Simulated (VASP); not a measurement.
# MoS2 (P2_1/m) in VASP: notebook

The runs below take MoS2 through single point, with PBEsol.

Program: VASP 6.6.1. These are calculated values, not measurements. Logs are shortened: lines on timing, memory, paths and dates and some standing lists are left out, and cuts for length are marked.

**1. The cell of the first run**

It takes space group P2_1/m (No. 11, monoclinic). The conventional cell has a = 3.114 Å, b = 12.324 Å, c = 3.170 Å, α = 90.00°, β = 118.27°, γ = 90.00°. Within 3.3 Å of Mo (site symmetry m) lie 6 S at 2.38 to 2.43 Å and 6 Mo at 3.11 to 3.22 Å. Within 3.3 Å of S (site symmetry 1) lie 3 Mo at 2.38 to 2.43 Å and 7 S at 3.11 to 3.22 Å.

**2. Single point, PBEsol**

Input file INCAR:

```
  ALGO = Normal
  EDIFF = 1E-6
  ENCUT = 520
  GGA = PS
  ISIF = 2
  ISMEAR = -1
  LASPH = T
  LCHARG = F
  LREAL = F
  LWAVE = F
  NBANDS = 35
  NELM = 80
  PREC = Accurate
  SIGMA = 0.05
```

Input file KPOINTS:

```
k-points
0
Gamma
  8 8 2
```

Input file POSCAR:

```
MoS2
1.0
    3.1690000000     -0.0633800000      0.0000000000
   -1.6393886901      2.7761245046      0.0000000000
    0.0000000000      0.0000000000     12.3240000000
Mo S
2 4
Direct
    0.6666666667      0.3333333333      0.7500000000
    0.3333333333      0.6666666667      0.2500000000
    0.6666666667      0.3333333333      0.3770000000
    0.3333333333      0.6666666667      0.8770000000
    0.6666666667      0.3333333333      0.1230000000
    0.3333333333      0.6666666667      0.6230000000
```

Potentials or basis: VASP PAW PBE potentials, release 64 (Mo_sv, S).

On the command line:

```
$ cat potpaw_PBE.64/Mo_sv/POTCAR potpaw_PBE.64/S/POTCAR > POTCAR
$ mpirun -np 1 vasp_std > vasp.out
```

OUTCAR:

```text
EDIFF = 1E-6
   ENCUT = 520
   GGA = PS
   ISIF = 2
   ISMEAR = -1
   LASPH = T
   LREAL = F
   NELM = 80
   PREC = Accurate

 ion  position               nearest neighbor table
   1  0.667  0.333  0.750-   4 2.38   6 2.38   4 2.41   6 2.41   4 2.43   6 2.43
   2  0.333  0.667  0.250-   3 2.38   5 2.38   3 2.41   5 2.41   3 2.43   5 2.43
   3  0.667  0.333  0.377-   2 2.38   2 2.41   2 2.43
   4  0.333  0.667  0.877-   1 2.38   1 2.41   1 2.43
   5  0.667  0.333  0.123-   2 2.38   2 2.41   2 2.43
   6  0.333  0.667  0.623-   1 2.38   1 2.41   1 2.43

  LATTYP: Found a simple monoclinic cell.
 ALAT       =     3.1142725485
 B/A-ratio  =     3.9572644359
 C/A-ratio  =     1.0177766034
 COS(beta)  =    -0.4736455830

  Lattice vectors:

 A1 = (   1.5296113099,   2.7127445046,   0.0000000000)
 A2 = (   0.0000000000,   0.0000000000, -12.3240000000)
 A3 = (  -3.1690000000,   0.0633800000,   0.0000000000)

Analysis of symmetry for initial positions (statically):
=====================================================================
 Subroutine PRICEL returns:
 Original cell was already a primitive cell.

 Routine SETGRP: Setting up the symmetry group for a
 simple monoclinic supercell.

 Subroutine GETGRP returns: Found  4 space group operations
 (whereof  2 operations were pure point group operations)
 out of a pool of  4 trial point group operations.

The static configuration has the point symmetry S_2 .
 The point group associated with its full space group is C_2h.

Analysis of symmetry for dynamics (positions and initial velocities):
=====================================================================
 Subroutine PRICEL returns:
 Original cell was already a primitive cell.

 Routine SETGRP: Setting up the symmetry group for a
 simple monoclinic supercell.

 Subroutine GETGRP returns: Found  4 space group operations
 (whereof  2 operations were pure point group operations)
 out of a pool of  4 trial point group operations.

The dynamic configuration has the point symmetry S_2 .
 The point group associated with its full space group is C_2h.

 Subroutine INISYM returns: Found  4 space group operations
 (whereof  2 operations are pure point group operations),
 and found     1 'primitive' translations

----------------------------------------------------------------------------------------

                                     Primitive cell

  volume of cell :     107.1403

  direct lattice vectors                    reciprocal lattice vectors
     3.169000000 -0.063380000  0.000000000     0.319328427  0.188573463  0.000000000
    -1.639388690  2.776124505  0.000000000     0.007290392  0.364519597  0.000000000
     0.000000000  0.000000000 12.324000000     0.000000000  0.000000000  0.081142486

  length of vectors
     3.169633737  3.224044439 12.324000000     0.370851177  0.364592494  0.081142486

  position of ions in fractional coordinates (direct lattice)
     0.666666667  0.333333333  0.750000000
     0.333333333  0.666666667  0.250000000
     0.666666667  0.333333333  0.377000000
     0.333333333  0.666666667  0.877000000
     0.666666667  0.333333333  0.123000000
     0.333333333  0.666666667  0.623000000

  ion indices of the primitive-cell ions
   primitive index   ion index
                 1           1
                 2           2
                 3           3
                 4           4
                 5           5
                 6           6

----------------------------------------------------------------------------------------

 KPOINTS: k-points

Automatic generation of k-mesh.
 Grid dimensions read from file:
 generate k-points for:    8    8    2

 Generating k-lattice:

  Cartesian coordinates                     Fractional coordinates (reciprocal lattice)
     0.039916053  0.023571683  0.000000000     0.125000000 -0.000000000  0.000000000
     0.000911299  0.045564950  0.000000000     0.000000000  0.125000000  0.000000000
     0.000000000  0.000000000  0.040571243     0.000000000  0.000000000  0.500000000

  Length of vectors
     0.046356397  0.045574062  0.040571243

  Shift w.r.t. Gamma in fractional coordinates (k-lattice)
     0.000000000  0.000000000  0.000000000

 Subroutine IBZKPT returns following result:
 ===========================================

 Found     68 irreducible k-points:

 Following reciprocal coordinates:
            Coordinates               Weight
  0.000000  0.000000  0.000000      1.000000
  0.125000  0.000000  0.000000      2.000000
  0.250000  0.000000  0.000000      2.000000
  0.375000  0.000000  0.000000      2.000000
  0.500000  0.000000  0.000000      1.000000
 -0.000000  0.125000  0.000000      2.000000
[... 16 lines left out ...]
  0.125000  0.375000  0.000000      2.000000
  0.250000  0.375000  0.000000      2.000000
 [... further k-points ...]
   k-points           NKPTS =     68   k-points in BZ     NKDIM =     68   number of bands    NBANDS=     35
   number of dos      NEDOS =    301   number of ions     NIONS =      6
   total plane-waves  NPLWV =  55296
   dimension x,y,z NGX =    24 NGY =   24 NGZ =   96
   dimension x,y,z NGXF=    48 NGYF=   48 NGZF=  192
   ions per type =               2   4
   NGX,Y,Z   is equivalent  to a cutoff of  12.59, 12.38, 12.95 a.u.
   NGXF,Y,Z  is equivalent  to a cutoff of  25.18, 24.75, 25.90 a.u.
 SYSTEM =  unknown system
   PREC   = accura    normal or accurate (medium, high low for compatibility)
   ISTART =      0    job   : 0-new  1-cont  2-samecut
   ICHARG =      2    charge: 1-file 2-atom 10-const
   ISPIN  =      1    spin polarized calculation?
   LNONCOLLINEAR =      F non collinear calculations
   LSORBIT =      F    spin-orbit coupling
   LASPH  =      T    aspherical Exc in radial PAW
   ENCUT  =  520.0 eV  38.22 Ry    6.18 a.u.   5.89  5.99 22.91*2*pi/ulx,y,z
   NELM   =     80;   NELMIN=  2; NELMDL= -5     # of ELM steps
   EDIFF  = 0.1E-05   stopping-criterion for ELM
   LREAL  =      F    real-space projection
   EDIFFG = 0.1E-04   stopping-criterion for IOM
   NSW    =      0    number of steps for IOM
   IBRION =     -1    ionic relax: 0-MD 1-quasi-New 2-CG
   NFREE  =      0    steps in history (QN), initial steepest desc. (CG)
   ISIF   =      2    stress and relaxation
   ISYM   =      2    0-nonsym 1-usesym 2-fastsym
   POTIM  = 0.5000    time-step for ionic-motion
   TEBEG  =    0.0;   TEEND  =   0.0 temperature during run
   PSTRESS=    0.0 pullay stress
   NELECT =      52.0000    total number of electrons
   NUPDOWN=      -1.0000    fix difference up-down
   EMIN   =  10.00;   EMAX   =-10.00  energy-range for DOS
   EFERMI =   0.00;   METHOD = LEGACY
   ISMEAR =    -1;   SIGMA  =   0.05  broadening in eV -4-tet -1-fermi 0-gaus
   EFERMI_NEDOS =   21; number of points for ismear=-14 and -15
   IALGO  =     38    algorithm
   IMIX   =      4    mixing-type and parameters
     AMIX     =   0.40;   BMIX     =  1.00
     AMIX_MAG =   1.60;   BMIX_MAG =  1.00
  volume/ion in A,a.u.               =      17.86       120.50
  Fermi-wavevector in a.u.,A,eV,Ry     =   1.286545  2.431217 22.520331  1.655198
  Thomas-Fermi vector in A             =   2.418613
   LORBIT       =      0    0 simple, 1 ext, 2 COOP (PROOUT), +10 PAW based schemes
   GGA     = PS    functional components
   LHFCALC =     F    Hartree Fock is set to
   AEXX    =    0.0000 exact exchange contribution
   IVDW    =     0    specifies the selected vdW correction
   LEPSILON=     F    determine dielectric tensor
   LRPA    =     F    only Hartree local field effects (RPA)
 non-spin polarized calculation
  energy-cutoff  :      520.00
  volume of cell :      107.14
 maximum number of plane-waves:      2916
   NGX = 11   NGY = 11   NGZ = 45

 number of electron      51.9999999 magnetization

 Free energy of the ion-electron system (eV)
  ---------------------------------------------------
  ext. energy  EPLUGINS =         0.00000000
  ---------------------------------------------------
  free energy    TOTEN  =       -46.83247466 eV

  energy without entropy =      -46.83247078  energy(sigma->0) =      -46.83247272

 E-fermi :   7.8221     XC(G=0): -10.9961

 val. band max:        7.4030910058   @ k =   0.0000   0.0000   0.0000
 cond. band min:       8.3447226883   @ k =   0.2500   0.1250   0.0000
 fundamental gap:      0.9416316825
 Fermi energy:         7.8221231629

 k-point     1 :       0.0000    0.0000    0.0000
  band No.  band energies     occupation
      1     -53.9937      2.00000
      2     -53.9937      2.00000
      3     -28.1833      2.00000
      4     -28.1832      2.00000
      5     -27.9805      2.00000
      6     -27.9805      2.00000
[... 27 lines left out ...]
     34      10.0306      0.00000
     35      12.8713      0.00000

 k-point     2 :       0.1250    0.0000    0.0000
  band No.  band energies     occupation
      1     -53.9871      2.00000
      2     -53.9871      2.00000
      3     -28.1708      2.00000
      4     -28.1707      2.00000
      5     -28.0033      2.00000
      6     -28.0033      2.00000
[... 27 lines left out ...]
     34       9.8577      0.00000
     35      13.8836      0.00000

 k-point     3 :       0.2500    0.0000    0.0000
  band No.  band energies     occupation
      1     -53.9712      2.00000
      2     -53.9712      2.00000
      3     -28.1403      2.00000
      4     -28.1403      2.00000
      5     -28.1362      2.00000
      6     -28.1362      2.00000
[... 27 lines left out ...]
     34      10.6170      0.00000
     35      14.6436      0.00000
[... 723 lines left out ...]
 k-point    23 :       0.1250    0.3750    0.0000
  band No.  band energies     occupation
      1     -53.9520      2.00000
      2     -53.9520      2.00000
      3     -28.3193      2.00000
      4     -28.3193      2.00000
      5     -28.1021      2.00000
      6     -28.1020      2.00000
[... 27 lines left out ...]
     34      11.6012      0.00000
     35      13.1278      0.00000

 k-point    24 :       0.2500    0.3750    0.0000
  band No.  band energies     occupation
      1     -53.9486      2.00000
      2     -53.9486      2.00000
      3     -28.2761      2.00000
      4     -28.2761      2.00000
      5     -28.1625      2.00000
      6     -28.1625      2.00000
[... 27 lines left out ...]
     34      11.7858      0.00000
     35      13.2958      0.00000

 [... further k-points ...]

------------------------ aborting loop because EDIFF is reached ----------------------------------------

  FORCE on cell =-STRESS in cart. coord.  units (eV):
  Direction    XX          YY          ZZ          XY          YZ          ZX
  --------------------------------------------------------------------------------------
  -------------------------------------------------------------------------------------
  Total       -2.0633849     -1.9676246     -1.5866105      2.3538274      0.0000000      0.0000000
  in kB      -30.8558684    -29.4238684    -23.7261815     35.1991484      0.0000000      0.0000000
  external PRESSURE =     -28.0019728 kB  Pullay stress =       0.0000000 kB

 VOLUME and BASIS-vectors are now :
 -----------------------------------------------------------------------------
  energy-cutoff  :      520.00
  volume of cell :      107.14
      direct lattice vectors                 reciprocal lattice vectors
     3.169000000 -0.063380000  0.000000000     0.319328427  0.188573463  0.000000000
    -1.639388690  2.776124505  0.000000000     0.007290392  0.364519597  0.000000000
     0.000000000  0.000000000 12.324000000     0.000000000  0.000000000  0.081142486

 POSITION                                       TOTAL-FORCE (eV/Angst)
 -----------------------------------------------------------------------------------
      1.56620      0.88312      9.24300        -0.236815     -0.022378      0.000000
     -0.03659      1.82962      3.08100         0.236815      0.022378      0.000000
      1.56620      0.88312      4.64615        -0.121011     -0.011339     -0.309402
     -0.03659      1.82962     10.80815         0.121011      0.011339     -0.309402
      1.56620      0.88312      1.51585        -0.121011     -0.011339      0.309402
     -0.03659      1.82962      7.67785         0.121011      0.011339      0.309402
 -----------------------------------------------------------------------------------
    total drift:                                0.000000      0.000000     -0.000000

  FREE ENERGIE OF THE ION-ELECTRON SYSTEM (eV)
  ---------------------------------------------------
  free  energy   TOTEN  =       -46.8324746597 eV

  energy  without entropy=      -46.8324707752  energy(sigma->0) =      -46.83247272
```

Wall time 96 s (1 thread of Intel Xeon 6975P-C (Granite Rapids), shared host); peak memory 0.35 GiB.

Results:

```yaml
Free_energy: -46.8325 eV
Pressure: -2.8 GPa
Largest_force: 0.332 eV/Å
Band_gap_on_the_k_mesh: 0.94 eV (least direct gap 1.89 eV)
```

Forces on the atoms (eV/Å):
```
Mo  -0.237 -0.022  0.000
Mo   0.237  0.022  0.000
S   -0.121 -0.011 -0.309
S    0.121  0.011 -0.309
S   -0.121 -0.011  0.309
S    0.121  0.011  0.309
```

Stress tensor (GPa, compression positive):
```
-3.09  3.52  0.00
 3.52 -2.94  0.00
 0.00  0.00 -2.37
```

Caveat: the PAW data sets were made with another functional, which shifts forces and pressure a little; this functional lacks dispersion, which binds the layers, so the pressure and a relaxed spacing across them are unreliable.

**3. Single point, PBEsol**

Input file INCAR:

```
PREC = Accurate
ENCUT = 520
EDIFF = 1E-6
ISMEAR = -1
SIGMA = 0.05
LREAL = False
LASPH = True
NELM = 100
ALGO = Normal
ISIF = 2
LWAVE = False
LCHARG = False
GGA = PS
NBANDS = 35
```

Input file KPOINTS:

```
Automatic mesh
0
Gamma
  8 8 2
```

Changes to POSCAR since step 2:

```diff
@@ -2,4 +2,4 @@
 1.0
-    3.1690000000     -0.0633800000      0.0000000000
-   -1.6393886901      2.7761245046      0.0000000000
+    3.1690000000     -0.0316900000      0.0000000000
+   -1.6119443450      2.7602795046      0.0000000000
     0.0000000000      0.0000000000     12.3240000000
```

Potentials or basis: VASP PAW PBE potentials, release 64 (Mo_sv, S).

On the command line:

```
$ cat potpaw_PBE.64/Mo_sv/POTCAR potpaw_PBE.64/S/POTCAR > POTCAR
$ mpirun -np 1 vasp_std > vasp.out
```

It took 91 s on 1 thread of Intel Xeon 6975P-C (Granite Rapids), shared host; peak memory 0.34 GiB.

The run converged. Its results:

```
Free energy            : -46.8672 eV
Pressure               : -2.9 GPa
Largest force          : 0.317 eV/Å
Band gap on the k mesh : 0.94 eV (least direct gap 1.92 eV)
```

Forces on the atoms (eV/Å):
```
Mo  -0.118 -0.006  0.000
Mo   0.118  0.006  0.000
S   -0.060 -0.003 -0.311
S    0.060  0.003 -0.311
S   -0.060 -0.003  0.311
S    0.060  0.003  0.311
```

Stress tensor (GPa, compression positive):
```
-3.23  1.76  0.00
 1.76 -3.20  0.00
 0.00  0.00 -2.38
```

Levels at points of the mesh, in eV from the valence-band top:
| k point | band 24 | band 25 | band 26 | band 27 | band 28 | band 29 |
| --- | --- | --- | --- | --- | --- | --- |
| (0.00, 0.00, 0.00) | -1.18 | -1.17 | 0.00 | 2.02 | 2.05 | 2.20 |
| (0.50, 0.00, 0.00) | -1.62 | -1.37 | -1.24 | 1.62 | 1.66 | 2.01 |
| (0.00, 0.50, 0.00) | -1.51 | -1.42 | -1.29 | 1.59 | 1.64 | 2.02 |
| (0.50, 0.50, 0.00) | -1.47 | -1.41 | -1.34 | 1.60 | 1.65 | 2.00 |
| (0.00, 0.00, 0.50) | -2.10 | -0.27 | -0.27 | 2.03 | 2.03 | 2.20 |
| (0.50, 0.00, 0.50) | -1.72 | -1.30 | -1.30 | 1.64 | 1.64 | 2.17 |
| (0.00, 0.50, 0.50) | -1.61 | -1.34 | -1.34 | 1.61 | 1.61 | 2.16 |
| (0.50, 0.50, 0.50) | -1.51 | -1.39 | -1.39 | 1.63 | 1.63 | 2.13 |

Caveat: the PAW data sets were made with another functional, which shifts forces and pressure a little; this functional lacks dispersion, which binds the layers, so the pressure and a relaxed spacing across them are unreliable. A k mesh can miss the band edges.
